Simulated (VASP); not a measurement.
# H10C20Cl in VASP: single point with PBE

Aim: the single point of H10C20Cl with PBE.

Program: VASP 6.6.1. These are calculated values, not measurements. Logs are shortened: lines on timing, memory, paths and dates and some standing lists are left out, and cuts for length are marked.

### 1 The cell of the first run

The cell holds a slab with vacuum, 31 atoms: a = 5.049 Å, b = 5.049 Å, c = 17.836 Å, α = 90.00°, β = 90.00°, γ = 90.00°.

### 2 Single point, PBE, collinear spin

Contents of INCAR:

```
PREC = Accurate ; ENCUT = 520
EDIFF = 1E-7 ; ISMEAR = 0
SIGMA = 0.05 ; LREAL = Auto
LASPH = True ; NELM = 150
ALGO = Normal ; ISIF = 2
LWAVE = False ; LCHARG = False
ISPIN = 2 ; MAGMOM = 0 0 0 0 0 0 0 0 0 0 0 0 0 0 0 0 0 0 0 0 0 0 0 0 0 0 0 0 0 0 1
LORBIT = 11 ; GGA = PE
NBANDS = 74
```

Contents of KPOINTS:

```
Automatic mesh
0
Gamma
  2 2 1
```

Contents of POSCAR:

```
H10C20Cl
1.0
    5.0487420000      0.0000000000      0.0000000000
    0.0000000000      5.0487420000      0.0000000000
    0.0000000000      0.0000000000     17.8355610000
H C Cl
10 20 1
Direct
    0.4277868000      0.0000000000      0.0560678000
    0.0722132000      0.0000000000      0.0560678000
    0.9277868000      0.0000000000      0.0560678000
    0.5722132000      0.0000000000      0.0560678000
    0.4277868000      0.5000000000      0.0560678000
    0.0722132000      0.5000000000      0.0560678000
    0.9277868000      0.5000000000      0.0560678000
    0.5722132000      0.5000000000      0.0560678000
    0.2500570608      0.4922988810      0.3454270941
    0.7500079957      0.4935311978      0.3446627657
    0.2500000000      0.0000000000      0.0916540000
    0.7500000000      0.0000000000      0.0916540000
    0.2500000000      0.5000000000      0.0916540000
    0.7500000000      0.5000000000      0.0916540000
    0.2500000000      0.2500000000      0.1416945000
    0.7500000000      0.2500000000      0.1416945000
    0.2500000000      0.7500000000      0.1416945000
    0.7500000000      0.7500000000      0.1416945000
   -0.0007383305      0.2514495264      0.1879907994
    0.5007328148      0.2514835859      0.1879880130
   -0.0001822562      0.7496502416      0.1957068165
    0.5002170281      0.7496833668      0.1957105929
    0.0007188435      0.0145158713      0.2432537580
    0.4992852444      0.0145091352      0.2432524308
   -0.0002571094      0.4842557193      0.2426091273
    0.5002523819      0.4842731938      0.2426055847
    0.2499954496      0.0954941990      0.2837436172
    0.7500086569      0.0925379661      0.2883579093
    0.2499991414      0.4112309454      0.2883190174
    0.7499871767      0.4138400348      0.2877668120
    0.7500101264      0.9753592099      0.3842978085
```

Potentials or basis: VASP PAW PBE potentials, release 64 (H, C, Cl).

Started as:

```sh
$ cat potpaw_PBE.64/H/POTCAR potpaw_PBE.64/C/POTCAR potpaw_PBE.64/Cl/POTCAR > POTCAR
$ mpirun -np 1 vasp_std > vasp.out
```

OUTCAR:

```text
PREC = Accurate
   ENCUT = 520
   EDIFF = 1E-7
   ISMEAR = 0
   LREAL = Auto
   LASPH = True
   NELM = 150
   ISIF = 2
   ISPIN = 2
   LORBIT = 11
   GGA = PE

 ion  position               nearest neighbor table
   1  0.428  0.000  0.056-   4 0.73  11 1.10
   2  0.072  0.000  0.056-   3 0.73  11 1.10
   3  0.928  0.000  0.056-   2 0.73  12 1.10
   4  0.572  0.000  0.056-   1 0.73  12 1.10
   5  0.428  0.500  0.056-   8 0.73  13 1.10
   6  0.072  0.500  0.056-   7 0.73  13 1.10
   7  0.928  0.500  0.056-   6 0.73  14 1.10
   8  0.572  0.500  0.056-   5 0.73  14 1.10
   9  0.250  0.492  0.345-  29 1.10
  10  0.750  0.494  0.345-  30 1.09
  11  0.250  0.000  0.092-   1 1.10   2 1.10  15 1.55  17 1.55
  12  0.750  0.000  0.092-   3 1.10   4 1.10  16 1.55  18 1.55
  13  0.250  0.500  0.092-   5 1.10   6 1.10  15 1.55  17 1.55
  14  0.750  0.500  0.092-   7 1.10   8 1.10  16 1.55  18 1.55
  15  0.250  0.250  0.142-  20 1.51  19 1.51  11 1.55  13 1.55
  16  0.750  0.250  0.142-  20 1.51  19 1.51  12 1.55  14 1.55
[... 8 lines left out ...]
  25  1.000  0.484  0.243-  19 1.53  30 1.54  29 1.55  21 1.58
  26  0.500  0.484  0.243-  20 1.53  30 1.54  29 1.55  22 1.58
  27  0.250  0.095  0.284-  23 1.51  24 1.51  29 1.60
  28  0.750  0.093  0.288-  23 1.55  24 1.55  30 1.62  31 1.81
  29  0.250  0.411  0.288-   9 1.10  25 1.55  26 1.55  27 1.60
  30  0.750  0.414  0.288-  10 1.09  26 1.54  25 1.54  28 1.62
  31  0.750  0.975  0.384-  28 1.81

  LATTYP: Found a simple tetragonal cell.
 ALAT       =     5.0487420000
 C/A-ratio  =     3.5326742781

  Lattice vectors:

 A1 = (   5.0487420000,   0.0000000000,   0.0000000000)
 A2 = (   0.0000000000,   5.0487420000,   0.0000000000)
 A3 = (   0.0000000000,   0.0000000000,  17.8355610000)

Analysis of symmetry for initial positions (statically):
=====================================================================
 Subroutine PRICEL returns:
 Original cell was already a primitive cell.

 Routine SETGRP: Setting up the symmetry group for a
 simple tetragonal supercell.

 Subroutine GETGRP returns: Found  1 space group operations
 (whereof  1 operations were pure point group operations)
 out of a pool of 16 trial point group operations.

The static configuration has the point symmetry C_1 .

Analysis of symmetry for dynamics (positions and initial velocities):
=====================================================================
 Subroutine PRICEL returns:
 Original cell was already a primitive cell.

 Routine SETGRP: Setting up the symmetry group for a
 simple tetragonal supercell.

 Subroutine GETGRP returns: Found  1 space group operations
 (whereof  1 operations were pure point group operations)
 out of a pool of 16 trial point group operations.

The dynamic configuration has the point symmetry C_1 .

Analysis of structural, dynamic, and magnetic symmetry:
=====================================================================
 Subroutine PRICEL returns:
 Original cell was already a primitive cell.

 Routine SETGRP: Setting up the symmetry group for a
 simple tetragonal supercell.

 Subroutine GETGRP returns: Found  1 space group operations
 (whereof  1 operations were pure point group operations)
 out of a pool of 16 trial point group operations.

The overall configuration has the point symmetry C_1 .

 Subroutine INISYM returns: Found  1 space group operations
 (whereof  1 operations are pure point group operations),
 and found     1 'primitive' translations

----------------------------------------------------------------------------------------

                                     Primitive cell

  volume of cell :     454.6248

  direct lattice vectors                    reciprocal lattice vectors
     5.048742000  0.000000000  0.000000000     0.198069143  0.000000000  0.000000000
     0.000000000  5.048742000  0.000000000     0.000000000  0.198069143  0.000000000
     0.000000000  0.000000000 17.835561000     0.000000000  0.000000000  0.056067763

  length of vectors
     5.048742000  5.048742000 17.835561000     0.198069143  0.198069143  0.056067763

  position of ions in fractional coordinates (direct lattice)
     0.427786800  0.000000000  0.056067800
     0.072213200  0.000000000  0.056067800
     0.927786800  0.000000000  0.056067800
     0.572213200  0.000000000  0.056067800
     0.427786800  0.500000000  0.056067800
     0.072213200  0.500000000  0.056067800
[... 23 lines left out ...]
     0.749987177  0.413840035  0.287766812
     0.750010126  0.975359210  0.384297809

[... 55 lines left out ...]
 Subroutine IBZKPT returns following result:
 ===========================================

 Found      4 irreducible k-points:

 Following reciprocal coordinates:
            Coordinates               Weight
  0.000000  0.000000  0.000000      1.000000
  0.500000  0.000000  0.000000      1.000000
  0.000000  0.500000  0.000000      1.000000
  0.500000  0.500000  0.000000      1.000000
   k-points           NKPTS =      4   k-points in BZ     NKDIM =      4   number of bands    NBANDS=     74
   number of dos      NEDOS =    301   number of ions     NIONS =     31
   total plane-waves  NPLWV = 224000
   dimension x,y,z NGX =    40 NGY =   40 NGZ =  140
   dimension x,y,z NGXF=    80 NGYF=   80 NGZF=  280
   ions per type =              10  20   1
   NGX,Y,Z   is equivalent  to a cutoff of  13.17, 13.17, 13.05 a.u.
   NGXF,Y,Z  is equivalent  to a cutoff of  26.34, 26.34, 26.10 a.u.
 SYSTEM =  unknown system
   PREC   = accura    normal or accurate (medium, high low for compatibility)
   ISTART =      0    job   : 0-new  1-cont  2-samecut
   ICHARG =      2    charge: 1-file 2-atom 10-const
   ISPIN  =      2    spin polarized calculation?
   LNONCOLLINEAR =      F non collinear calculations
   LSORBIT =      F    spin-orbit coupling
   LASPH  =      T    aspherical Exc in radial PAW
   ENCUT  =  520.0 eV  38.22 Ry    6.18 a.u.   9.39  9.39 33.16*2*pi/ulx,y,z
   NELM   =    150;   NELMIN=  2; NELMDL= -5     # of ELM steps
   EDIFF  = 0.1E-06   stopping-criterion for ELM
   LREAL  =      T    real-space projection
   EDIFFG = 0.1E-05   stopping-criterion for IOM
   NSW    =      0    number of steps for IOM
   IBRION =     -1    ionic relax: 0-MD 1-quasi-New 2-CG
   NFREE  =      0    steps in history (QN), initial steepest desc. (CG)
   ISIF   =      2    stress and relaxation
   ISYM   =      2    0-nonsym 1-usesym 2-fastsym
   POTIM  = 0.5000    time-step for ionic-motion
   TEBEG  =    0.0;   TEEND  =   0.0 temperature during run
   PSTRESS=    0.0 pullay stress
   NELECT =      97.0000    total number of electrons
   NUPDOWN=      -1.0000    fix difference up-down
   EMIN   =  10.00;   EMAX   =-10.00  energy-range for DOS
   EFERMI =   0.00;   METHOD = LEGACY
   ISMEAR =     0;   SIGMA  =   0.05  broadening in eV -4-tet -1-fermi 0-gaus
   EFERMI_NEDOS =   21; number of points for ismear=-14 and -15
   IALGO  =     38    algorithm
   IMIX   =      4    mixing-type and parameters
     AMIX     =   0.40;   BMIX     =  1.00
     AMIX_MAG =   1.60;   BMIX_MAG =  1.00
  volume/ion in A,a.u.               =      14.67        98.97
  Fermi-wavevector in a.u.,A,eV,Ry     =   0.978245  1.848615 13.020280  0.956964
  Thomas-Fermi vector in A             =   2.109006
   LORBIT       =     11    0 simple, 1 ext, 2 COOP (PROOUT), +10 PAW based schemes
   GGA     = PE    functional components
   LHFCALC =     F    Hartree Fock is set to
   AEXX    =    0.0000 exact exchange contribution
   IVDW    =     0    specifies the selected vdW correction
   LEPSILON=     F    determine dielectric tensor
   LRPA    =     F    only Hartree local field effects (RPA)
 spin polarized calculation
 Gauss-broadening in eV      SIGMA  =   0.05
  energy-cutoff  :      520.00
  volume of cell :      454.62
 maximum number of plane-waves:     12271
 NGX is ok and might be reduce to    40
   NGX = 19   NGY = 19   NGZ = 67

 number of electron      97.0000010 magnetization       0.9999930

 Free energy of the ion-electron system (eV)
  ---------------------------------------------------
  ext. energy  EPLUGINS =         0.00000000
  ---------------------------------------------------
  free energy    TOTEN  =      -203.08078023 eV

  energy without entropy =     -203.08078023  energy(sigma->0) =     -203.08078023

 E-fermi :   0.8330     XC(G=0):  -5.2137

 val. band max:        0.5727015560   @ k =   0.0000   0.5000   0.0000
 cond. band min:       1.4096347878   @ k =   0.0000   0.5000   0.0000
 fundamental gap:      0.8369332318
 Fermi energy:         0.8330241510

 spin component 1

 k-point     1 :       0.0000    0.0000    0.0000
  band No.  band energies     occupation
      1     -20.6657      1.00000
      2     -18.4953      1.00000
      3     -16.6504      1.00000
      4     -16.4321      1.00000
      5     -16.0463      1.00000
      6     -15.9869      1.00000
[... 241 lines left out ...]
     59       6.4769      0.00000
     60       6.5151      0.00000
 Fermi energy:         0.8330241510

 spin component 2

 k-point     1 :       0.0000    0.0000    0.0000
  band No.  band energies     occupation
      1     -20.6082      1.00000
      2     -18.4436      1.00000
      3     -16.6193      1.00000
      4     -16.3905      1.00000
      5     -15.9946      1.00000
      6     -15.9716      1.00000
[... 241 lines left out ...]
     59       6.5066      0.00000
     60       6.5326      0.00000
 [bands above 60 left out]

------------------------ aborting loop because EDIFF is reached ----------------------------------------

  FORCE on cell =-STRESS in cart. coord.  units (eV):
  Direction    XX          YY          ZZ          XY          YZ          ZX
  --------------------------------------------------------------------------------------
  -------------------------------------------------------------------------------------
  Total       72.4608210     -4.4083480     -4.5356689      0.0000197      0.0622366     -0.0018109
  in kB      255.3646055    -15.5357894    -15.9844904      0.0000695      0.2193328     -0.0063819
  external PRESSURE =      74.6147752 kB  Pullay stress =       0.0000000 kB

 VOLUME and BASIS-vectors are now :
 -----------------------------------------------------------------------------
  energy-cutoff  :      520.00
  volume of cell :      454.62
      direct lattice vectors                 reciprocal lattice vectors
     5.048742000  0.000000000  0.000000000     0.198069143  0.000000000  0.000000000
     0.000000000  5.048742000  0.000000000     0.000000000  0.198069143  0.000000000
     0.000000000  0.000000000 17.835561000     0.000000000  0.000000000  0.056067763

 POSITION                                       TOTAL-FORCE (eV/Angst)
 -----------------------------------------------------------------------------------
      2.15979      0.00000      1.00000        -8.960791     -0.041417      0.069689
      0.36459      0.00000      1.00000         8.960789     -0.041239      0.069694
      4.68416      0.00000      1.00000        -8.962847     -0.040730      0.070102
      2.88896      0.00000      1.00000         8.962837     -0.040828      0.070090
      2.15979      2.52437      1.00000        -8.949027      0.039289      0.070515
      0.36459      2.52437      1.00000         8.948992      0.039484      0.070508
[... 23 lines left out ...]
      3.78649      2.08937      5.13248         0.002112     -0.005247      0.004278
      3.78661      4.92434      6.85417         0.000024      0.029056     -0.079610
 -----------------------------------------------------------------------------------
    total drift:                               -0.000174     -0.002203      0.085540

  FREE ENERGIE OF THE ION-ELECTRON SYSTEM (eV)
  ---------------------------------------------------
  free  energy   TOTEN  =      -203.0807802324 eV

  energy  without entropy=     -203.0807802324  energy(sigma->0) =     -203.08078023

 total charge

# of ion       s       p       d       tot
------------------------------------------
    1        0.743   0.102   0.000   0.845
    2        0.743   0.102   0.000   0.845
    3        0.743   0.102   0.000   0.845
    4        0.743   0.102   0.000   0.845
    5        0.743   0.102   0.000   0.845
    6        0.743   0.102   0.000   0.845
[... 23 lines left out ...]
   30        0.839   1.733   0.000   2.572
   31        1.603   3.512   0.000   5.115
--------------------------------------------------
tot         25.554  39.140   0.000  64.694

 magnetization (x)

# of ion       s       p       d       tot
------------------------------------------
    1       -0.000   0.000   0.000   0.000
    2       -0.000   0.000   0.000   0.000
    3        0.000  -0.000   0.000   0.000
    4        0.000  -0.000   0.000   0.000
    5       -0.000   0.000   0.000   0.000
    6       -0.000   0.000   0.000   0.000
[... 23 lines left out ...]
   30       -0.000  -0.001   0.000  -0.001
   31        0.000   0.013   0.000   0.013
--------------------------------------------------
tot          0.087   0.486   0.000   0.574
```

Run time: 14 min. Hardware: 1 thread of Intel Xeon Platinum 8259CL at 2.50GHz (Skylake/Cascade Lake), shared host; peak memory 0.75 GiB.

Results:

```yaml
Free_energy: -203.0808 eV
Largest_force: 8.963 eV/Å
Band_gap_on_the_k_mesh: 0.84 eV
Net_moment: 1.00 μB per cell
Site_moments: H +0.00, +0.01, -0.00 (each value once); C +0.00, -0.00, +0.01, +0.03, +0.44 (each value once); Cl +0.01 μB
Valence_electrons_inside_the_program's_atomic_spheres: H 0.84, 0.69, 0.70 (each value once); C 2.68, 2.60, 2.51, 2.52, 2.63, 2.48, 2.56, 2.46, 2.43, 2.57 (each value once); Cl 5.12
```

Forces in eV/Å, atoms in the order of the input:
```
H   -8.961 -0.041  0.070
H    8.961 -0.041  0.070
H   -8.963 -0.041  0.070
H    8.963 -0.041  0.070
H   -8.949  0.039  0.071
H    8.949  0.039  0.071
H   -8.954  0.039  0.062
H    8.954  0.039  0.062
H   -0.001  0.008  0.015
H   -0.001  0.007  0.019
C    0.000 -0.143  0.970
C    0.000 -0.146  0.965
C    0.000  0.141  1.008
C    0.000  0.166  0.964
C   -0.001 -0.092 -2.798
C    0.000 -0.040 -2.912
C    0.002  0.076  0.592
C    0.002  0.054  0.576
C    0.003 -0.005 -0.012
C   -0.001 -0.010 -0.011
C   -0.002  0.005  0.012
C   -0.004 -0.001  0.010
C   -0.016 -0.032 -0.014
C    0.017 -0.027 -0.012
C    0.001  0.032 -0.001
C   -0.001  0.031  0.001
C    0.002  0.000  0.043
C   -0.002 -0.042  0.109
C    0.001  0.001  0.004
C    0.002 -0.005  0.004
Cl   0.000  0.029 -0.080
```

Levels at points of the mesh, in eV from the valence-band top:
Spin up:
```tsv
k point	band 46	band 47	band 48	band 49	band 50	band 51	band 52	band 53
(0.00, 0.00, 0.00)	-2.47	-1.00	-0.53	-0.05	2.15	3.08	3.70	3.97
(0.50, 0.00, 0.00)	-2.29	-2.21	-2.18	-0.72	3.27	3.41	3.48	4.70
(0.00, 0.50, 0.00)	-2.35	-0.97	-0.26	-0.01	3.07	3.13	3.30	3.79
(0.50, 0.50, 0.00)	-2.84	-2.61	-2.53	-0.60	3.39	4.16	4.19	4.23
```
Spin down:
| k point | band 46 | band 47 | band 48 | band 49 | band 50 | band 51 |
| --- | --- | --- | --- | --- | --- | --- |
| (0.00, 0.00, 0.00) | -2.40 | -0.53 | -0.04 | 0.84 | 2.16 | 3.12 |
| (0.50, 0.00, 0.00) | -2.28 | -2.18 | -2.16 | 1.34 | 3.31 | 3.41 |
| (0.00, 0.50, 0.00) | -2.31 | -0.25 | 0.00 | 0.84 | 3.09 | 3.13 |
| (0.50, 0.50, 0.00) | -2.83 | -2.53 | -2.51 | 1.41 | 3.44 | 4.16 |

Caveat: the k points lie up to 0.62 Å⁻¹ apart; there is no dipole correction, which matters where the two faces differ.
